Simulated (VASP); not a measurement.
# ScSn3Se (P4mm) in VASP: notebook, part 2 of 3

VASP 6.6.1. Earlier steps stand in the parts before.

**3. Single point, PBE**

This run uses another cell than the first one, of 29.38 Å³/atom.

INCAR

```
SYSTEM = ScSn3Se
PREC = Accurate ; ENCUT = 520
EDIFF = 1E-7 ; ISMEAR = 0
SIGMA = 0.1 ; LREAL = .FALSE.
LASPH = .TRUE. ; NELM = 60
ALGO = Normal ; ISIF = 2
LWAVE = .FALSE. ; LCHARG = .FALSE.
GGA = PE ; NBANDS = 38
```

KPOINTS

```
regular mesh
0
G
  4 4 4
  0 0 0
```

POSCAR

```
ScSn3Se
1.0
    4.4244415637      0.0000000000      0.0000000000
    0.0000000000      4.4244415637      0.0000000000
    0.0000000000      0.0000000000      7.5031967596
Sc Sn Se
1 3 1
Direct
    0.0000000000      0.0000000000      1.1444630530
    0.0000000000      0.5000000000      0.4255169671
    0.5000000000      0.5000000000      0.0743501713
    0.5000000000      0.0000000000      0.4255169671
    0.5000000000      0.5000000000      0.6980528116
```

Potentials or basis: VASP PAW PBE potentials, release 64 (Sc_sv, Sn_d, Se).

Run with:

```
> cat potpaw_PBE.64/Sc_sv/POTCAR potpaw_PBE.64/Sn_d/POTCAR potpaw_PBE.64/Se/POTCAR > POTCAR
> mpirun -np 1 vasp_std > vasp.out
```

OUTCAR:

```text
SYSTEM = ScSn3Se
   PREC = Accurate
   ENCUT = 520
   EDIFF = 1E-7
   ISMEAR = 0
   LREAL = .FALSE.
   LASPH = .TRUE.
   NELM = 60
   ISIF = 2
   GGA = PE

 ion  position               nearest neighbor table
   1  0.000  0.000  0.144-   2 3.06   4 3.06   2 3.06   4 3.06   3 3.17   3 3.17   3 3.17   3 3.17

   2  0.000  0.500  0.426-   5 3.01   5 3.01   1 3.06   1 3.06   4 3.13   4 3.13   4 3.13   4 3.13
                             3 3.44   3 3.44
   3  0.500  0.500  0.074-   5 2.82   1 3.17   1 3.17   1 3.17   1 3.17   4 3.44   2 3.44   2 3.44
                             4 3.44
   4  0.500  0.000  0.426-   5 3.01   5 3.01   1 3.06   1 3.06   2 3.13   2 3.13   2 3.13   2 3.13
                             3 3.44   3 3.44
   5  0.500  0.500  0.698-   3 2.82   2 3.01   4 3.01   4 3.01   2 3.01

  LATTYP: Found a simple tetragonal cell.
 ALAT       =     4.4244415637
 C/A-ratio  =     1.6958517028

  Lattice vectors:

 A1 = (   4.4244415637,   0.0000000000,   0.0000000000)
 A2 = (   0.0000000000,   4.4244415637,   0.0000000000)
 A3 = (   0.0000000000,   0.0000000000,   7.5031967596)

Analysis of symmetry for initial positions (statically):
=====================================================================
 Subroutine PRICEL returns:
 Original cell was already a primitive cell.

 Routine SETGRP: Setting up the symmetry group for a
 simple tetragonal supercell.

 Subroutine GETGRP returns: Found  8 space group operations
 (whereof  8 operations were pure point group operations)
 out of a pool of 16 trial point group operations.

The static configuration has the point symmetry C_4v.

Analysis of symmetry for dynamics (positions and initial velocities):
=====================================================================
 Subroutine PRICEL returns:
 Original cell was already a primitive cell.

 Routine SETGRP: Setting up the symmetry group for a
[... 124 lines left out ...]
     AMIX     =   0.40;   BMIX     =  1.00
     AMIX_MAG =   1.60;   BMIX_MAG =  1.00
  volume/ion in A,a.u.               =      29.38       198.24
  Fermi-wavevector in a.u.,A,eV,Ry     =   1.207919  2.282636 19.851824  1.459068
  Thomas-Fermi vector in A             =   2.343542
   LORBIT       =      0    0 simple, 1 ext, 2 COOP (PROOUT), +10 PAW based schemes
   GGA     = PE    functional components
   LHFCALC =     F    Hartree Fock is set to
   AEXX    =    0.0000 exact exchange contribution
   IVDW    =     0    specifies the selected vdW correction
   LEPSILON=     F    determine dielectric tensor
   LRPA    =     F    only Hartree local field effects (RPA)
 non-spin polarized calculation
 Gauss-broadening in eV      SIGMA  =   0.10
  energy-cutoff  :      520.00
  volume of cell :      146.88
 maximum number of plane-waves:      3980
 NGX is ok and might be reduce to    36
   NGX = 17   NGY = 17   NGZ = 27

 number of electron      58.9999973 magnetization

 Free energy of the ion-electron system (eV)
  ---------------------------------------------------
  ext. energy  EPLUGINS =         0.00000000
  ---------------------------------------------------
  free energy    TOTEN  =       -22.04937955 eV

  energy without entropy =      -22.03266082  energy(sigma->0) =      -22.04102018

 E-fermi :   5.3392     XC(G=0):  -9.2586

 val. band max:        5.3276623473   @ k =   0.2500   0.0000   0.2500
 cond. band min:       5.3575731975   @ k =   0.0000   0.0000   0.0000
 fundamental gap:      0.0299108502
 Fermi energy:         5.3392287488

 k-point     1 :       0.0000    0.0000    0.0000
  band No.  band energies     occupation
      1     -44.6794      2.00000
      2     -23.4329      2.00000
      3     -23.2646      2.00000
      4     -23.2646      2.00000
      5     -16.4311      2.00000
      6     -16.3600      2.00000
[... 727 lines left out ...]
     37       9.5403      0.00000
     38       9.5403      0.00000

------------------------ aborting loop because EDIFF is reached ----------------------------------------

  FORCE on cell =-STRESS in cart. coord.  units (eV):
  Direction    XX          YY          ZZ          XY          YZ          ZX
  --------------------------------------------------------------------------------------
  -------------------------------------------------------------------------------------
  Total       -0.0362333     -0.0362333     -0.0074847      0.0000000     -0.0000000      0.0000000
  in kB       -0.3952351     -0.3952351     -0.0816435      0.0000000     -0.0000000      0.0000000
  external PRESSURE =      -0.2907046 kB  Pullay stress =       0.0000000 kB

 VOLUME and BASIS-vectors are now :
 -----------------------------------------------------------------------------
  energy-cutoff  :      520.00
  volume of cell :      146.88
      direct lattice vectors                 reciprocal lattice vectors
     4.424441564  0.000000000  0.000000000     0.226017224  0.000000000  0.000000000
     0.000000000  4.424441564  0.000000000     0.000000000  0.226017224  0.000000000
     0.000000000  0.000000000  7.503196760     0.000000000  0.000000000  0.133276526

 POSITION                                       TOTAL-FORCE (eV/Angst)
 -----------------------------------------------------------------------------------
      0.00000      0.00000      1.08393         0.000000      0.000000     -0.006899
      0.00000      2.21222      3.19274         0.000000     -0.000000      0.001485
      2.21222      2.21222      0.55786         0.000000      0.000000      0.006430
      2.21222      0.00000      3.19274         0.000000      0.000000      0.001485
      2.21222      2.21222      5.23763         0.000000      0.000000     -0.002502
 -----------------------------------------------------------------------------------
    total drift:                                0.000000      0.000000      0.000581

  FREE ENERGIE OF THE ION-ELECTRON SYSTEM (eV)
  ---------------------------------------------------
  free  energy   TOTEN  =       -22.0493795479 eV

  energy  without entropy=      -22.0326608197  energy(sigma->0) =      -22.04102018
```

stdout:

```text
POSCAR found type information on POSCAR ScSnSe
 POSCAR found :  3 types and       5 ions
 scaLAPACK will be used
 LDA part: xc-table for (Slater+PW92), standard interpolation
 POSCAR, INCAR and KPOINTS ok, starting setup
 FFT: planning ... GRIDC
 FFT: planning ... GRID_SOFT
 FFT: planning ... GRID
 WAVECAR not read
 entering main loop
```

It took 52 s on 1 thread of Intel Xeon 6975P-C (Granite Rapids), shared host; peak memory 0.3 GiB.

What came out:

```yaml
Free_energy: -22.0494 eV
Pressure: 0.0 GPa
Largest_force: 0.007 eV/Å
Band_gap_on_the_k_mesh: zero (an odd number of electrons rules out a gap without spin polarisation)
```

Forces in eV/Å, atoms in the order of the input:
```
Sc   0.000  0.000 -0.007
Sn   0.000  0.000  0.001
Sn   0.000  0.000  0.006
Sn   0.000  0.000  0.001
Se   0.000  0.000 -0.003
```

Caveat: spin-orbit coupling is left out, which moves the levels of the heavy elements.

**4. Single point, PBE**

This run uses another cell than the first one, of 29.40 Å³/atom.

INCAR

```
SYSTEM = ScSn3Se
ALGO = Normal ; EDIFF = 1E-6
ENCUT = 520 ; GGA = PE
ISIF = 2 ; ISMEAR = 0
LASPH = .True. ; LCHARG = .True.
LELF = .True. ; LREAL = .False.
LVHAR = .True. ; LWAVE = .False.
NBANDS = 38 ; NELM = 100
PREC = Accurate ; SIGMA = 0.1
```

KPOINTS

```
k-points
0
Gamma
  8 8 6
  0 0 0
```

POSCAR

```
ScSn3Se
1.0
    4.3987634854      0.0000000000      0.0000000000
    0.0000000000      4.3987634854      0.0000000000
    0.0000000000      0.0000000000      7.5969923785
Sc Sn Se
1 3 1
Direct
    0.0000000000      0.0000000000      0.1443006803
    0.0000000000      0.5000000000      0.4266353577
    0.5000000000      0.5000000000      0.0714497631
    0.5000000000      0.0000000000      0.4266353577
    0.5000000000      0.5000000000      0.6988788112
```

Potentials or basis: VASP PAW PBE potentials, release 64 (Sc_sv, Sn_d, Se).

Run with:

```
> cat potpaw_PBE.64/Sc_sv/POTCAR potpaw_PBE.64/Sn_d/POTCAR potpaw_PBE.64/Se/POTCAR > POTCAR
> mpirun -np 1 vasp_std > vasp.out
```

OUTCAR:

```text
SYSTEM = ScSn3Se
   EDIFF = 1E-6
   ENCUT = 520
   GGA = PE
   ISIF = 2
   ISMEAR = 0
   LASPH = .True.
   LREAL = .False.
   NELM = 100
   PREC = Accurate

 ion  position               nearest neighbor table
   1  0.000  0.000  0.144-   2 3.07   4 3.07   2 3.07   4 3.07   3 3.16   3 3.16   3 3.16   3 3.16

   2  0.000  0.500  0.427-   5 3.02   5 3.02   1 3.07   1 3.07   4 3.11   4 3.11   4 3.11   4 3.11
                             3 3.48   3 3.48
   3  0.500  0.500  0.071-   5 2.83   1 3.16   1 3.16   1 3.16   1 3.16   4 3.48   2 3.48   2 3.48
                             4 3.48
   4  0.500  0.000  0.427-   5 3.02   5 3.02   1 3.07   1 3.07   2 3.11   2 3.11   2 3.11   2 3.11
                             3 3.48   3 3.48
   5  0.500  0.500  0.699-   3 2.83   2 3.02   4 3.02   4 3.02   2 3.02

  LATTYP: Found a simple tetragonal cell.
 ALAT       =     4.3987634854
 C/A-ratio  =     1.7270745299

  Lattice vectors:

 A1 = (   4.3987634854,   0.0000000000,   0.0000000000)
 A2 = (   0.0000000000,   4.3987634854,   0.0000000000)
 A3 = (   0.0000000000,   0.0000000000,   7.5969923785)

Analysis of symmetry for initial positions (statically):
=====================================================================
 Subroutine PRICEL returns:
 Original cell was already a primitive cell.

 Routine SETGRP: Setting up the symmetry group for a
 simple tetragonal supercell.

 Subroutine GETGRP returns: Found  8 space group operations
 (whereof  8 operations were pure point group operations)
 out of a pool of 16 trial point group operations.

The static configuration has the point symmetry C_4v.

Analysis of symmetry for dynamics (positions and initial velocities):
=====================================================================
 Subroutine PRICEL returns:
 Original cell was already a primitive cell.

 Routine SETGRP: Setting up the symmetry group for a
 simple tetragonal supercell.

 Subroutine GETGRP returns: Found  8 space group operations
 (whereof  8 operations were pure point group operations)
 out of a pool of 16 trial point group operations.
[... 130 lines left out ...]
  Thomas-Fermi vector in A             =   2.343237
   LORBIT       =      0    0 simple, 1 ext, 2 COOP (PROOUT), +10 PAW based schemes
   GGA     = PE    functional components
   LHFCALC =     F    Hartree Fock is set to
   AEXX    =    0.0000 exact exchange contribution
   IVDW    =     0    specifies the selected vdW correction
   LEPSILON=     F    determine dielectric tensor
   LRPA    =     F    only Hartree local field effects (RPA)
 non-spin polarized calculation
 Gauss-broadening in eV      SIGMA  =   0.10
  energy-cutoff  :      520.00
  volume of cell :      147.00
 maximum number of plane-waves:      4008
 NGX is ok and might be reduce to    36
   NGX = 17   NGY = 17   NGZ = 29

 number of electron      58.9999985 magnetization

 Free energy of the ion-electron system (eV)
  ---------------------------------------------------
  ext. energy  EPLUGINS =         0.00000000
  ---------------------------------------------------
  free energy    TOTEN  =       -22.02842179 eV

  energy without entropy =      -22.01120904  energy(sigma->0) =      -22.01981542

 E-fermi :   5.2641     XC(G=0):  -9.2625

 val. band max:        5.2628267967   @ k =   0.0000   0.0000   0.3333
 cond. band min:       5.2694856511   @ k =   0.3750   0.2500   0.3333
 fundamental gap:      0.0066588544
 Fermi energy:         5.2641192856

 k-point     1 :       0.0000    0.0000    0.0000
  band No.  band energies     occupation
      1     -44.7607      2.00000
      2     -23.5088      2.00000
      3     -23.3416      2.00000
      4     -23.3416      2.00000
      5     -16.4828      2.00000
      6     -16.3998      2.00000
[... 973 lines left out ...]
     37       8.3247      0.00000
     38       9.0830      0.00000

 [... further k-points ...]

------------------------ aborting loop because EDIFF is reached ----------------------------------------

  FORCE on cell =-STRESS in cart. coord.  units (eV):
  Direction    XX          YY          ZZ          XY          YZ          ZX
  --------------------------------------------------------------------------------------
  -------------------------------------------------------------------------------------
  Total        0.0009413      0.0009413      0.0015442      0.0000000     -0.0000000      0.0000000
  in kB        0.0102596      0.0102596      0.0168312      0.0000000     -0.0000000      0.0000000
  external PRESSURE =       0.0124502 kB  Pullay stress =       0.0000000 kB

 VOLUME and BASIS-vectors are now :
 -----------------------------------------------------------------------------
  energy-cutoff  :      520.00
  volume of cell :      147.00
      direct lattice vectors                 reciprocal lattice vectors
     4.398763485  0.000000000  0.000000000     0.227336615  0.000000000  0.000000000
     0.000000000  4.398763485  0.000000000     0.000000000  0.227336615  0.000000000
     0.000000000  0.000000000  7.596992379     0.000000000  0.000000000  0.131631039

 POSITION                                       TOTAL-FORCE (eV/Angst)
 -----------------------------------------------------------------------------------
      0.00000      0.00000      1.09625         0.000000     -0.000000     -0.009443
      0.00000      2.19938      3.24115         0.000000     -0.000000      0.001152
      2.19938      2.19938      0.54280         0.000000     -0.000000      0.001283
      2.19938      0.00000      3.24115         0.000000     -0.000000      0.001152
      2.19938      2.19938      5.30938         0.000000      0.000000      0.005857
 -----------------------------------------------------------------------------------
    total drift:                                0.000000      0.000000     -0.000303

  FREE ENERGIE OF THE ION-ELECTRON SYSTEM (eV)
  ---------------------------------------------------
  free  energy   TOTEN  =       -22.0284217940 eV

  energy  without entropy=      -22.0112090419  energy(sigma->0) =      -22.01981542
```

stdout:

```text
POSCAR found type information on POSCAR ScSnSe
 POSCAR found :  3 types and       5 ions
 scaLAPACK will be used
 LDA part: xc-table for (Slater+PW92), standard interpolation
 POSCAR, INCAR and KPOINTS ok, starting setup
 FFT: planning ... GRIDC
 FFT: planning ... GRID_SOFT
 FFT: planning ... GRID
 WAVECAR not read
 entering main loop
```

Run time: 2.7 min. Hardware: 1 thread of Intel Xeon 6975P-C (Granite Rapids), shared host; peak memory 0.47 GiB.

What came out:

```yaml
Free_energy: -22.0284 eV
Pressure: 0.0 GPa
Largest_force: 0.009 eV/Å
Band_gap_on_the_k_mesh: zero (an odd number of electrons rules out a gap without spin polarisation)
```

Forces on the atoms (eV/Å):
```
Sc   0.000  0.000 -0.009
Sn   0.000  0.000  0.001
Sn   0.000  0.000  0.001
Sn   0.000  0.000  0.001
Se   0.000  0.000  0.006
```

Caveat: spin-orbit coupling is left out, which moves the levels of the heavy elements.

(Continued in part 3 of 3.)

The gap in the log of VASP goes by the Fermi energy; the results here count the filled bands.